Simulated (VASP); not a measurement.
# Li2O (Fm-3m) in VASP: further runs

Li2O is run at these levels: PBE; tasks: single point.

Program: VASP 6.6.1. These are calculated values, not measurements. Logs are shortened: lines on timing, memory, paths and dates and some standing lists are left out, and cuts for length are marked.

## Step 1: The cell of the first run

The structure is cubic, space group Fm-3m (No. 225). Conventional cell: a = 4.619 Å, b = 4.619 Å, c = 4.619 Å, α = 90.00°, β = 90.00°, γ = 90.00°. Li (site symmetry -43m) has 4 O at 2.00 Å and 6 Li at 2.31 Å within 2.7 Å. O (site symmetry m-3m) has 8 Li at 2.00 Å within 2.7 Å.

## Step 2: Single point, PBE

File INCAR:

```
ALGO = Normal ; EDIFF = 1E-6
ENCUT = 750 ; GGA = PE
GGA_COMPAT = False ; ISIF = 2
ISMEAR = 0 ; LASPH = True
LCHARG = False ; LREAL = False
LWAVE = False ; NBANDS = 13
NELM = 120 ; PREC = Accurate
SIGMA = 0.05
```

File KPOINTS:

```
k-points
0
Gamma
  8 8 8
```

File POSCAR:

```
Li2O
1.0
    0.0000000000      2.3095000000      2.3095000000
    2.3095000000      0.0000000000      2.3095000000
    2.3095000000      2.3095000000      0.0000000000
Li O
2 1
Direct
    0.2500000000      0.2500000000      0.2500000000
    0.7500000000      0.7500000000      0.7500000000
    0.0000000000      0.0000000000      0.0000000000
```

Potentials or basis: VASP PAW PBE potentials, release 64 (Li_sv, O).

Launch:

```bash
$ cat potpaw_PBE.64/Li_sv/POTCAR potpaw_PBE.64/O/POTCAR > POTCAR
$ mpirun -np 1 vasp_std > vasp.out
```

OUTCAR:

```text
EDIFF = 1E-6
   ENCUT = 750
   GGA = PE
   ISIF = 2
   ISMEAR = 0
   LASPH = True
   LREAL = False
   NELM = 120
   PREC = Accurate

 ion  position               nearest neighbor table
   1  0.250  0.250  0.250-   3 2.00   3 2.00   3 2.00   3 2.00   2 2.31   2 2.31   2 2.31   2 2.31
                             2 2.31   2 2.31
   2  0.750  0.750  0.750-   3 2.00   3 2.00   3 2.00   3 2.00   1 2.31   1 2.31   1 2.31   1 2.31
                             1 2.31   1 2.31
   3  0.000  0.000  0.000-   2 2.00   2 2.00   2 2.00   1 2.00   2 2.00   1 2.00   1 2.00   1 2.00

  LATTYP: Found a face centered cubic cell.
 ALAT       =     4.6190000000

  Lattice vectors:

 A1 = (   0.0000000000,   2.3095000000,   2.3095000000)
 A2 = (   2.3095000000,   0.0000000000,   2.3095000000)
 A3 = (   2.3095000000,   2.3095000000,   0.0000000000)

Analysis of symmetry for initial positions (statically):
=====================================================================
 Subroutine PRICEL returns:
 Original cell was already a primitive cell.

 Routine SETGRP: Setting up the symmetry group for a
 face centered cubic supercell.

 Subroutine GETGRP returns: Found 48 space group operations
 (whereof 48 operations were pure point group operations)
 out of a pool of 48 trial point group operations.

The static configuration has the point symmetry O_h .

Analysis of symmetry for dynamics (positions and initial velocities):
=====================================================================
 Subroutine PRICEL returns:
 Original cell was already a primitive cell.

 Routine SETGRP: Setting up the symmetry group for a
 face centered cubic supercell.

 Subroutine GETGRP returns: Found 48 space group operations
 (whereof 48 operations were pure point group operations)
 out of a pool of 48 trial point group operations.

The dynamic configuration has the point symmetry O_h .

 Subroutine INISYM returns: Found 48 space group operations
 (whereof 48 operations are pure point group operations),
 and found     1 'primitive' translations

----------------------------------------------------------------------------------------

                                     Primitive cell

  volume of cell :      24.6368

  direct lattice vectors                    reciprocal lattice vectors
     0.000000000  2.309500000  2.309500000    -0.216497077  0.216497077  0.216497077
     2.309500000  0.000000000  2.309500000     0.216497077 -0.216497077  0.216497077
     2.309500000  2.309500000  0.000000000     0.216497077  0.216497077 -0.216497077

  length of vectors
     3.266126222  3.266126222  3.266126222     0.374983938  0.374983938  0.374983938

  position of ions in fractional coordinates (direct lattice)
     0.250000000  0.250000000  0.250000000
     0.750000000  0.750000000  0.750000000
     0.000000000  0.000000000  0.000000000

  ion indices of the primitive-cell ions
   primitive index   ion index
                 1           1
                 2           2
                 3           3

----------------------------------------------------------------------------------------

 KPOINTS: k-points

Automatic generation of k-mesh.
 Grid dimensions read from file:
 generate k-points for:    8    8    8

 Generating k-lattice:

  Cartesian coordinates                     Fractional coordinates (reciprocal lattice)
    -0.027062135  0.027062135  0.027062135     0.125000000  0.000000000  0.000000000
     0.027062135 -0.027062135  0.027062135     0.000000000  0.125000000  0.000000000
     0.027062135  0.027062135 -0.027062135     0.000000000  0.000000000  0.125000000

  Length of vectors
     0.046872992  0.046872992  0.046872992

  Shift w.r.t. Gamma in fractional coordinates (k-lattice)
     0.000000000  0.000000000  0.000000000

 Subroutine IBZKPT returns following result:
 ===========================================

 Found     29 irreducible k-points:

 Following reciprocal coordinates:
            Coordinates               Weight
  0.000000  0.000000  0.000000      1.000000
  0.125000  0.000000  0.000000      8.000000
  0.250000  0.000000  0.000000      8.000000
  0.375000  0.000000  0.000000      8.000000
  0.500000  0.000000  0.000000      4.000000
  0.125000  0.125000  0.000000      6.000000
[... 16 lines left out ...]
  0.500000  0.250000  0.125000     48.000000
 -0.375000  0.250000  0.125000     24.000000
 [... further k-points ...]
   k-points           NKPTS =     29   k-points in BZ     NKDIM =     29   number of bands    NBANDS=     13
   number of dos      NEDOS =    301   number of ions     NIONS =      3
   total plane-waves  NPLWV =  27000
   dimension x,y,z NGX =    30 NGY =   30 NGZ =   30
   dimension x,y,z NGXF=    60 NGYF=   60 NGZF=   60
   ions per type =               2   1
   NGX,Y,Z   is equivalent  to a cutoff of  15.27, 15.27, 15.27 a.u.
   NGXF,Y,Z  is equivalent  to a cutoff of  30.54, 30.54, 30.54 a.u.
 SYSTEM =  unknown system
   PREC   = accura    normal or accurate (medium, high low for compatibility)
   ISTART =      0    job   : 0-new  1-cont  2-samecut
   ICHARG =      2    charge: 1-file 2-atom 10-const
   ISPIN  =      1    spin polarized calculation?
   LNONCOLLINEAR =      F non collinear calculations
   LSORBIT =      F    spin-orbit coupling
   LASPH  =      T    aspherical Exc in radial PAW
   ENCUT  =  750.0 eV  55.12 Ry    7.42 a.u.   7.29  7.29  7.29*2*pi/ulx,y,z
   NELM   =    120;   NELMIN=  2; NELMDL= -5     # of ELM steps
   EDIFF  = 0.1E-05   stopping-criterion for ELM
   LREAL  =      F    real-space projection
   EDIFFG = 0.1E-04   stopping-criterion for IOM
   NSW    =      0    number of steps for IOM
   IBRION =     -1    ionic relax: 0-MD 1-quasi-New 2-CG
   NFREE  =      0    steps in history (QN), initial steepest desc. (CG)
   ISIF   =      2    stress and relaxation
   ISYM   =      2    0-nonsym 1-usesym 2-fastsym
   POTIM  = 0.5000    time-step for ionic-motion
   TEBEG  =    0.0;   TEEND  =   0.0 temperature during run
   PSTRESS=    0.0 pullay stress
   NELECT =      12.0000    total number of electrons
   NUPDOWN=      -1.0000    fix difference up-down
   EMIN   =  10.00;   EMAX   =-10.00  energy-range for DOS
   EFERMI =   0.00;   METHOD = LEGACY
   ISMEAR =     0;   SIGMA  =   0.05  broadening in eV -4-tet -1-fermi 0-gaus
   EFERMI_NEDOS =   21; number of points for ismear=-14 and -15
   IALGO  =     38    algorithm
   IMIX   =      4    mixing-type and parameters
     AMIX     =   0.40;   BMIX     =  1.00
     AMIX_MAG =   1.60;   BMIX_MAG =  1.00
  volume/ion in A,a.u.               =       8.21        55.42
  Fermi-wavevector in a.u.,A,eV,Ry     =   1.288073  2.434106 22.573876  1.659133
  Thomas-Fermi vector in A             =   2.420049
   LORBIT       =      0    0 simple, 1 ext, 2 COOP (PROOUT), +10 PAW based schemes
   GGA     = PE    functional components
   LHFCALC =     F    Hartree Fock is set to
   AEXX    =    0.0000 exact exchange contribution
   IVDW    =     0    specifies the selected vdW correction
   LEPSILON=     F    determine dielectric tensor
   LRPA    =     F    only Hartree local field effects (RPA)
 non-spin polarized calculation
 Gauss-broadening in eV      SIGMA  =   0.05
  energy-cutoff  :      750.00
  volume of cell :       24.64
 maximum number of plane-waves:      1174
 NGX is ok and might be reduce to    30
   NGX = 15   NGY = 15   NGZ = 15

 number of electron      12.0000000 magnetization

 Free energy of the ion-electron system (eV)
  ---------------------------------------------------
  ext. energy  EPLUGINS =         0.00000000
  ---------------------------------------------------
  free energy    TOTEN  =       -14.35604327 eV

  energy without entropy =      -14.35604327  energy(sigma->0) =      -14.35604327

 E-fermi :   1.7380     XC(G=0):  -9.7538

 val. band max:        1.3354186382   @ k =   0.0000   0.0000   0.0000
 cond. band min:       6.3149705496   @ k =   0.5000   0.5000   0.0000
 fundamental gap:      4.9795519114
 Fermi energy:         1.7379780482

 k-point     1 :       0.0000    0.0000    0.0000
  band No.  band energies     occupation
      1     -41.6467      2.00000
      2     -41.3167      2.00000
      3     -14.1138      2.00000
      4       1.3354      2.00000
      5       1.3354      2.00000
      6       1.3354      2.00000
      7       6.6043      0.00000
      8      13.2752      0.00000
      9      13.2752      0.00000
     10      13.2752      0.00000
     11      20.3403      0.00000
     12      20.3403      0.00000
     13      20.3403      0.00000

 k-point     2 :       0.1250    0.0000    0.0000
  band No.  band energies     occupation
      1     -41.6322      2.00000
      2     -41.3276      2.00000
      3     -14.0834      2.00000
      4       0.8237      2.00000
      5       1.2633      2.00000
      6       1.2633      2.00000
      7       7.0232      0.00000
      8      13.2921      0.00000
      9      13.4903      0.00000
     10      13.4903      0.00000
     11      18.9903      0.00000
     12      18.9903      0.00000
     13      20.8505      0.00000

 k-point     3 :       0.2500    0.0000    0.0000
  band No.  band energies     occupation
      1     -41.5917      2.00000
      2     -41.3589      2.00000
      3     -14.0063      2.00000
      4      -0.2179      2.00000
      5       1.0999      2.00000
      6       1.0999      2.00000
      7       8.0229      0.00000
      8      13.0640      0.00000
      9      13.7486      0.00000
     10      13.7486      0.00000
     11      18.1359      0.00000
     12      18.1359      0.00000
     13      22.1185      0.00000

 k-point     4 :       0.3750    0.0000    0.0000
  band No.  band energies     occupation
      1     -41.5336      2.00000
      2     -41.4079      2.00000
      3     -13.9234      2.00000
      4      -1.1005      2.00000
      5       0.9492      2.00000
      6       0.9492      2.00000
      7       9.3360      0.00000
      8      12.2325      0.00000
      9      13.5656      0.00000
     10      13.5656      0.00000
     11      18.6431      0.00000
     12      18.6431      0.00000
     13      23.4943      0.00000

 k-point     5 :       0.5000    0.0000    0.0000
  band No.  band energies     occupation
      1     -41.4694      2.00000
      2     -41.4682      2.00000
      3     -13.8871      2.00000
      4      -1.4360      2.00000
      5       0.8900      2.00000
      6       0.8900      2.00000
      7      10.5492      0.00000
      8      11.1499      0.00000
      9      13.4010      0.00000
     10      13.4010      0.00000
     11      19.1775      0.00000
     12      19.1775      0.00000
     13      24.1365      0.00000
[... 257 lines left out ...]
 k-point    22 :       0.3750    0.2500    0.1250
  band No.  band energies     occupation
      1     -41.5651      2.00000
      2     -41.3783      2.00000
      3     -13.9520      2.00000
      4      -0.3206      2.00000
      5       0.4812      2.00000
      6       0.9108      2.00000
      7       8.1013      0.00000
      8      12.8382      0.00000
      9      14.1123      0.00000
     10      15.3508      0.00000
     11      15.4342      0.00000
     12      21.2841      0.00000
     13      23.6310      0.00000

 k-point    23 :       0.5000    0.2500    0.1250
  band No.  band energies     occupation
      1     -41.5183      2.00000
      2     -41.4175      2.00000
      3     -13.8862      2.00000
      4      -0.8785      2.00000
      5       0.3064      2.00000
      6       0.6933      2.00000
      7       8.8110      0.00000
      8      12.0625      0.00000
      9      14.4173      0.00000
     10      14.8732      0.00000
     11      17.1149      0.00000
     12      20.6333      0.00000
     13      23.8090      0.00000

 k-point    24 :      -0.3750    0.2500    0.1250
  band No.  band energies     occupation
      1     -41.4666      2.00000
      2     -41.4661      2.00000
      3     -13.8576      2.00000
      4      -1.1227      2.00000
      5       0.3308      2.00000
      6       0.5287      2.00000
      7       9.2916      0.00000
      8      11.5906      0.00000
      9      14.3984      0.00000
     10      14.7493      0.00000
     11      18.8710      0.00000
     12      19.2395      0.00000
     13      24.3378      0.00000

 [... further k-points ...]
[... 5 lines left out ...]
  --------------------------------------------------------------------------------------
  -------------------------------------------------------------------------------------
  Total        0.0058435      0.0058435      0.0058435      0.0000000      0.0000000      0.0000000
  in kB        0.3800141      0.3800141      0.3800141      0.0000000      0.0000000      0.0000000
  external PRESSURE =       0.3800141 kB  Pullay stress =       0.0000000 kB

 VOLUME and BASIS-vectors are now :
 -----------------------------------------------------------------------------
  energy-cutoff  :      750.00
  volume of cell :       24.64
      direct lattice vectors                 reciprocal lattice vectors
     0.000000000  2.309500000  2.309500000    -0.216497077  0.216497077  0.216497077
     2.309500000  0.000000000  2.309500000     0.216497077 -0.216497077  0.216497077
     2.309500000  2.309500000  0.000000000     0.216497077  0.216497077 -0.216497077

 POSITION                                       TOTAL-FORCE (eV/Angst)
 -----------------------------------------------------------------------------------
      1.15475      1.15475      1.15475         0.000000     -0.000000     -0.000000
      3.46425      3.46425      3.46425         0.000000      0.000000      0.000000
      0.00000      0.00000      0.00000        -0.000000     -0.000000     -0.000000
 -----------------------------------------------------------------------------------
    total drift:                                0.000000     -0.000000      0.000000

  FREE ENERGIE OF THE ION-ELECTRON SYSTEM (eV)
  ---------------------------------------------------
  free  energy   TOTEN  =       -14.3560432729 eV

  energy  without entropy=      -14.3560432729  energy(sigma->0) =      -14.35604327
```

Run time: 20 s. Hardware: 1 thread of Intel Xeon 6975P-C, shared host; peak memory 0.16 GiB.

What came out:

```yaml
Free_energy: -14.3560 eV
Pressure: 0.0 GPa
Band_gap_on_the_k_mesh: 4.98 eV, indirect (least direct gap 5.27 eV)
```

## Step 3: Single point, PBE

File INCAR:

```
SYSTEM = Li2O
PREC = Accurate
ENCUT = 750
EDIFF = 1E-6
ISMEAR = 0
SIGMA = 0.05
LREAL = .FALSE.
LASPH = .TRUE.
NELM = 120
ALGO = Normal
ISIF = 2
LWAVE = .FALSE.
LCHARG = .FALSE.
GGA = PE
NBANDS = 13
GGA_COMPAT = .FALSE.
```

File KPOINTS:

```
Automatic mesh
0
G
  10 10 10
  0 0 0
```

POSCAR is that of step 2.

Potentials or basis: VASP PAW PBE potentials, release 64 (Li_sv, O).

Launch:

```bash
$ cat potpaw_PBE.64/Li_sv/POTCAR potpaw_PBE.64/O/POTCAR > POTCAR
$ mpirun -np 1 vasp_std > vasp.out
```

It took 30 s on 1 thread of Intel Xeon 6975P-C, shared host; peak memory 0.17 GiB.

It converged, with:

```yaml
Free_energy: -14.3560 eV
Pressure: 0.0 GPa
Band_gap_on_the_k_mesh: 4.98 eV, indirect (least direct gap 5.27 eV)
```

Levels at points of the mesh, in eV from the valence-band top:
| k point | band 4 | band 5 | band 6 | band 7 | band 8 | band 9 |
| --- | --- | --- | --- | --- | --- | --- |
| (0.00, 0.00, 0.00) | 0.00 | 0.00 | 0.00 | 5.27 | 11.94 | 11.94 |
| (0.50, 0.00, 0.00) | -2.77 | -0.45 | -0.45 | 9.21 | 9.81 | 12.07 |
| (0.50, 0.50, 0.00) | -1.60 | -1.38 | -1.38 | 4.98 | 13.54 | 13.54 |

A k mesh can miss the band edges.
